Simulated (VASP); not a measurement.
# BiTe (Fm-3m) in VASP: further runs, part 2 of 2

VASP 6.6.1. The steps go on from the part before.

**3. Electric field gradients, PBE (volume scaled by 1.06)**

The input, INCAR:

```
SYSTEM = BiTe
PREC = Accurate
ENCUT = 520
EDIFF = 1E-8
ISMEAR = -1
SIGMA = 0.03
LREAL = .False.
LASPH = .True.
NELM = 100
ALGO = Normal
ISIF = 2
LWAVE = .False.
LCHARG = .False.
GGA = PE
LEFG = .True.
NBANDS = 18
```

The input, KPOINTS:

```
Automatic mesh
0
Gamma
  10 10 10
  0 0 0
```

The input, POSCAR:

```
BiTe
1.0
    0.0000000000      3.2984474805      3.2984474805
    3.2984474805      0.0000000000      3.2984474805
    3.2984474805      3.2984474805      0.0000000000
Bi Te
1 1
Direct
    0.0000000000      0.0000000000      0.0000000000
    0.5000000000      0.5000000000      0.5000000000
```

Potentials or basis: VASP PAW PBE potentials, release 64 (Bi_d, Te).

Command:

```bash
$ cat potpaw_PBE.64/Bi_d/POTCAR potpaw_PBE.64/Te/POTCAR > POTCAR
$ mpirun -np 1 vasp_std > vasp.out
```

OUTCAR:

```text
SYSTEM = BiTe
   PREC = Accurate
   ENCUT = 520
   EDIFF = 1E-8
   ISMEAR = -1
   LREAL = .False.
   LASPH = .True.
   NELM = 100
   ISIF = 2
   GGA = PE

 ion  position               nearest neighbor table
   1  0.000  0.000  0.000-   2 3.30   2 3.30   2 3.30   2 3.30   2 3.30   2 3.30
   2  0.500  0.500  0.500-   1 3.30   1 3.30   1 3.30   1 3.30   1 3.30   1 3.30

  LATTYP: Found a face centered cubic cell.
 ALAT       =     6.5968949610

  Lattice vectors:

 A1 = (   0.0000000000,   3.2984474805,   3.2984474805)
 A2 = (   3.2984474805,   0.0000000000,   3.2984474805)
 A3 = (   3.2984474805,   3.2984474805,   0.0000000000)

Analysis of symmetry for initial positions (statically):
=====================================================================
 Subroutine PRICEL returns:
 Original cell was already a primitive cell.

 Routine SETGRP: Setting up the symmetry group for a
 face centered cubic supercell.

 Subroutine GETGRP returns: Found 48 space group operations
 (whereof 48 operations were pure point group operations)
 out of a pool of 48 trial point group operations.

The static configuration has the point symmetry O_h .

Analysis of symmetry for dynamics (positions and initial velocities):
=====================================================================
 Subroutine PRICEL returns:
 Original cell was already a primitive cell.

 Routine SETGRP: Setting up the symmetry group for a
 face centered cubic supercell.

 Subroutine GETGRP returns: Found 48 space group operations
 (whereof 48 operations were pure point group operations)
 out of a pool of 48 trial point group operations.

The dynamic configuration has the point symmetry O_h .

 Subroutine INISYM returns: Found 48 space group operations
 (whereof 48 operations are pure point group operations),
 and found     1 'primitive' translations

----------------------------------------------------------------------------------------

                                     Primitive cell

  volume of cell :      71.7726

  direct lattice vectors                    reciprocal lattice vectors
     0.000000000  3.298447481  3.298447481    -0.151586467  0.151586467  0.151586467
     3.298447481  0.000000000  3.298447481     0.151586467 -0.151586467  0.151586467
     3.298447481  3.298447481  0.000000000     0.151586467  0.151586467 -0.151586467

  length of vectors
     4.664709162  4.664709162  4.664709162     0.262555463  0.262555463  0.262555463

  position of ions in fractional coordinates (direct lattice)
     0.000000000  0.000000000  0.000000000
     0.500000000  0.500000000  0.500000000

  ion indices of the primitive-cell ions
   primitive index   ion index
                 1           1
                 2           2

----------------------------------------------------------------------------------------

 KPOINTS: Automatic mesh

Automatic generation of k-mesh.
 Grid dimensions read from file:
 generate k-points for:   10   10   10

 Generating k-lattice:
[... 68 lines left out ...]
   ISIF   =      2    stress and relaxation
   ISYM   =      2    0-nonsym 1-usesym 2-fastsym
   POTIM  = 0.5000    time-step for ionic-motion
   TEBEG  =    0.0;   TEEND  =   0.0 temperature during run
   PSTRESS=    0.0 pullay stress
   NELECT =      21.0000    total number of electrons
   NUPDOWN=      -1.0000    fix difference up-down
   EMIN   =  10.00;   EMAX   =-10.00  energy-range for DOS
   EFERMI =   0.00;   METHOD = LEGACY
   ISMEAR =    -1;   SIGMA  =   0.03  broadening in eV -4-tet -1-fermi 0-gaus
   EFERMI_NEDOS =   21; number of points for ismear=-14 and -15
   IALGO  =     38    algorithm
   IMIX   =      4    mixing-type and parameters
     AMIX     =   0.40;   BMIX     =  1.00
     AMIX_MAG =   1.60;   BMIX_MAG =  1.00
  volume/ion in A,a.u.               =      35.89       242.17
  Fermi-wavevector in a.u.,A,eV,Ry     =   1.086830  2.053811 16.071200  1.181200
  Thomas-Fermi vector in A             =   2.222976
   LORBIT       =      0    0 simple, 1 ext, 2 COOP (PROOUT), +10 PAW based schemes
   GGA     = PE    functional components
   LHFCALC =     F    Hartree Fock is set to
   AEXX    =    0.0000 exact exchange contribution
   IVDW    =     0    specifies the selected vdW correction
   LEPSILON=     F    determine dielectric tensor
   LRPA    =     F    only Hartree local field effects (RPA)
 non-spin polarized calculation
  energy-cutoff  :      520.00
  volume of cell :       71.77
 maximum number of plane-waves:      1964
   NGX = 17   NGY = 17   NGZ = 17

 number of electron      20.9999998 magnetization

 Free energy of the ion-electron system (eV)
  ---------------------------------------------------
  ext. energy  EPLUGINS =         0.00000000
  ---------------------------------------------------
  free energy    TOTEN  =        -7.15891900 eV

  energy without entropy =       -7.15452488  energy(sigma->0) =       -7.15672194

 E-fermi :   5.9578     XC(G=0):  -9.1763

 val. band max:        5.9494542595   @ k =   0.2000   0.1000   0.0000
 cond. band min:       5.9628749793   @ k =  -0.2000   0.1000   0.0000
 fundamental gap:      0.0134207198
 Fermi energy:         5.9577904808

 k-point     1 :       0.0000    0.0000    0.0000
  band No.  band energies     occupation
      1     -17.1747      2.00000
      2     -17.1747      2.00000
      3     -17.1747      2.00000
      4     -17.1747      2.00000
      5     -17.1747      2.00000
      6      -7.1730      2.00000
[... 481 lines left out ...]
      5     -17.1684      2.00000
      6      -5.9809      2.00000
[... 10 lines left out ...]
     17      14.8155      0.00000
     18      14.8987      0.00000

 [... further k-points ...]

------------------------ aborting loop because EDIFF is reached ----------------------------------------

  FORCE on cell =-STRESS in cart. coord.  units (eV):
  Direction    XX          YY          ZZ          XY          YZ          ZX
  --------------------------------------------------------------------------------------
  -------------------------------------------------------------------------------------
  Total       -0.8216941     -0.8216941     -0.8216941     -0.0000000     -0.0000000      0.0000000
  in kB      -18.3426489    -18.3426489    -18.3426489     -0.0000000     -0.0000000      0.0000000
  external PRESSURE =     -18.3426489 kB  Pullay stress =       0.0000000 kB

 VOLUME and BASIS-vectors are now :
 -----------------------------------------------------------------------------
  energy-cutoff  :      520.00
  volume of cell :       71.77
      direct lattice vectors                 reciprocal lattice vectors
     0.000000000  3.298447481  3.298447481    -0.151586467  0.151586467  0.151586467
     3.298447481  0.000000000  3.298447481     0.151586467 -0.151586467  0.151586467
     3.298447481  3.298447481  0.000000000     0.151586467  0.151586467 -0.151586467

 POSITION                                       TOTAL-FORCE (eV/Angst)
 -----------------------------------------------------------------------------------
      0.00000      0.00000      0.00000        -0.000000     -0.000000     -0.000000
      3.29845      3.29845      3.29845         0.000000      0.000000      0.000000
 -----------------------------------------------------------------------------------
    total drift:                               -0.000000      0.000000      0.000000

  FREE ENERGIE OF THE ION-ELECTRON SYSTEM (eV)
  ---------------------------------------------------
  free  energy   TOTEN  =        -7.1589189997 eV

  energy  without entropy=       -7.1545248850  energy(sigma->0) =       -7.15672194

 Electric field gradients (V/A^2)
---------------------------------------------------------------------
 ion       V_xx      V_yy      V_zz      V_xy      V_xz      V_yz
---------------------------------------------------------------------
   1       0.000    -0.000    -0.000     0.002     0.002     0.002
   2      -0.000    -0.000    -0.000    -0.000    -0.000    -0.000
---------------------------------------------------------------------

 Electric field gradients after diagonalization (V/A^2)
 (convention: |V_zz| > |V_xx| > |V_yy|)
----------------------------------------------------------------------
 ion       V_xx      V_yy      V_zz     asymmetry (V_yy - V_xx)/ V_zz
----------------------------------------------------------------------
   1      -0.002    -0.002     0.003       0.000
   2       0.000     0.000    -0.000       0.000
----------------------------------------------------------------------

           NMR quadrupolar parameters

 Cq : quadrupolar parameter    Cq=e*Q*V_zz/h
 eta: asymmetry parameters     (V_yy - V_xx)/ V_zz
 Q  : nuclear electric quadrupole moment in mb (millibarn)
----------------------------------------------------------------------
 ion       Cq(MHz)       eta       Q (mb)
----------------------------------------------------------------------
   1       0.000       0.000       1.000
   2      -0.000       0.000       1.000
----------------------------------------------------------------------
```

OSZICAR:

```text
N       E                     dE             d eps       ncg     rms          rms(c)
DAV:   1     0.160613729637E+03    0.16061E+03   -0.98101E+03  1700   0.111E+03
DAV:   2     0.519787858671E+01   -0.15542E+03   -0.15115E+03  1848   0.303E+02
DAV:   3    -0.682243065760E+01   -0.12020E+02   -0.11866E+02  2050   0.888E+01
DAV:   4    -0.717773406433E+01   -0.35530E+00   -0.35479E+00  2026   0.163E+01
DAV:   5    -0.719288363819E+01   -0.15150E-01   -0.15149E-01  2350   0.322E+00    0.578E+00
DAV:   6    -0.715407748878E+01    0.38806E-01   -0.13894E-01  2366   0.214E+00    0.357E+00
DAV:   7    -0.715852844725E+01   -0.44510E-02   -0.28593E-02  1880   0.833E-01    0.793E-01
DAV:   8    -0.715877624271E+01   -0.24780E-03   -0.36985E-03  2044   0.405E-01    0.115E-01
DAV:   9    -0.715891556876E+01   -0.13933E-03   -0.43827E-04  1898   0.124E-01    0.509E-02
DAV:  10    -0.715891739322E+01   -0.18245E-05   -0.21460E-05  2248   0.275E-02    0.347E-02
DAV:  11    -0.715891990780E+01   -0.25146E-05   -0.23101E-05  1860   0.328E-02    0.658E-03
DAV:  12    -0.715891885514E+01    0.10527E-05   -0.36736E-06  2054   0.149E-02    0.311E-03
DAV:  13    -0.715891880419E+01    0.50948E-07   -0.38907E-07  2128   0.441E-03    0.173E-03
DAV:  14    -0.715891888800E+01   -0.83809E-07   -0.69670E-08  1844   0.208E-03    0.146E-03
DAV:  15    -0.715891899161E+01   -0.10361E-06   -0.40797E-08  1754   0.159E-03    0.760E-04
DAV:  16    -0.715891899970E+01   -0.80940E-08   -0.54456E-09  1000   0.453E-04
   1 F= -.71589190E+01 E0= -.71567219E+01  d E =-.439411E-02
```

Run time: 90 s. Hardware: 1 thread of Intel Xeon Platinum 8259CL at 2.50GHz (Skylake/Cascade Lake), shared host; peak memory 0.23 GiB.

Results:

| Item | Value |
| --- | --- |
| Free energy | -7.1589 eV |
| Pressure | -1.8 GPa |

Levels at points of the mesh, in eV from the Fermi level:
| k point | band 7 | band 8 | band 9 | band 10 | band 11 | band 12 | band 13 | band 14 |
| --- | --- | --- | --- | --- | --- | --- | --- | --- |
| (0.00, 0.00, 0.00) | -8.33 | -2.39 | -2.39 | -2.39 | 2.03 | 2.03 | 2.03 | 4.76 |
| (0.50, 0.00, 0.00) | -11.06 | -1.79 | -1.79 | -1.60 | -0.79 | -0.54 | -0.54 | 7.21 |
| (0.50, 0.50, 0.00) | -9.94 | -5.27 | -3.74 | -3.74 | 2.46 | 3.33 | 3.33 | 4.55 |

Caveat: the cell differs from its parent crystal (volume scaled by 1.06); without QUAD_EFG the Cq values of the log hold for a quadrupole moment of 1 mb, not for the nuclei; spin-orbit coupling is left out, which moves the levels of the heavy elements.

**4. Density of states, PBE**

This run uses another cell than the first one, of 33.86 Å³/atom, 0.980 times its volume.

The input, POSCAR:

```
BiTe
1.0
    0.0000000000      3.2350000000      3.2350000000
    3.2350000000      0.0000000000      3.2350000000
    3.2350000000      3.2350000000      0.0000000000
Bi Te
1 1
Direct
    0.0000000000      0.0000000000      0.0000000000
    0.5000000000      0.5000000000      0.5000000000
```

The input, INCAR.step1:

```
SYSTEM = BiTe
  PREC = Accurate
  ENCUT = 520
  EDIFF = 1E-6
  ISMEAR = -1
  SIGMA = 0.03
  LREAL = .False.
  LASPH = .True.
  NELM = 60
  ALGO = Normal
  ISIF = 2
  LWAVE = .False.
  LCHARG = .True.
  GGA = PE
  NBANDS = 18
```

The input, KPOINTS.step1:

```
Automatic mesh
0
Gamma
  10 10 10
  0 0 0
```

The input, INCAR.step2:

```
SYSTEM = BiTe
  PREC = Accurate
  ENCUT = 520
  EDIFF = 1E-6
  ISMEAR = -5
  SIGMA = 0.03
  LREAL = .False.
  LASPH = .True.
  NELM = 60
  ALGO = Normal
  ISIF = 2
  LWAVE = .False.
  LCHARG = .False.
  GGA = PE
  LORBIT = 11
  NBANDS = 18
  NEDOS = 1001
  ICHARG = 11
```

The input, KPOINTS.step2:

```
Automatic mesh
0
Gamma
  15 15 15
  0 0 0
```

Command:

```bash
$ cat potpaw_PBE.64/Bi_d/POTCAR potpaw_PBE.64/Te/POTCAR > POTCAR
$ cp INCAR.step1 INCAR
$ cp KPOINTS.step1 KPOINTS
$ mpirun -np 1 vasp_std > vasp.out
$ cp INCAR.step2 INCAR
$ cp KPOINTS.step2 KPOINTS
$ mpirun -np 1 vasp_std > vasp.out
```

Run time: 2.4 min. Hardware: 1 thread of Intel Xeon Platinum 8259CL at 2.50GHz (Skylake/Cascade Lake), shared host; peak memory 0.29 GiB.

Results (log left out):

- Valence electrons inside the program's atomic spheres: Bi 12.70; Te 3.32

Levels at points of the mesh, in eV from the Fermi level:
| k point | band 7 | band 8 | band 9 | band 10 | band 11 | band 12 | band 13 | band 14 |
| --- | --- | --- | --- | --- | --- | --- | --- | --- |
| (0.00, 0.00, 0.00) | -8.17 | -2.58 | -2.58 | -2.58 | 2.12 | 2.12 | 2.12 | 4.63 |

Caveat: spin-orbit coupling is left out, which moves the levels of the heavy elements; tetrahedron occupations give inexact forces and stress in metals.

**5. The runs side by side**

```tsv
task	cell	k mesh for the DOS	occupations for the DOS	gap on the mesh (eV)	pressure (GPa)
electric field gradients	a = 4.605 Å, angles 60.0°, 2 atoms	-	-	none	-0.2
electric field gradients	a = 4.665 Å, angles 60.0°, 2 atoms	-	-	none	-1.8
density of states	a = 4.575 Å, angles 60.0°, 2 atoms	15 × 15 × 15	tetrahedron	-	-
```

Alike in all rows: level PBE; potentials or basis VASP PAW PBE potentials, release 64 (Bi_d, Te); no spin polarisation; k mesh 10 × 10 × 10; cutoff (eV) 520; smearing fermi-dirac 0.03 eV.

Caveats: spin-orbit coupling is left out, which moves the levels of the heavy elements; tetrahedron occupations give inexact forces and stress in metals (some runs).

Total energies depend on the potentials used, so only differences within one code and one set of settings carry meaning.
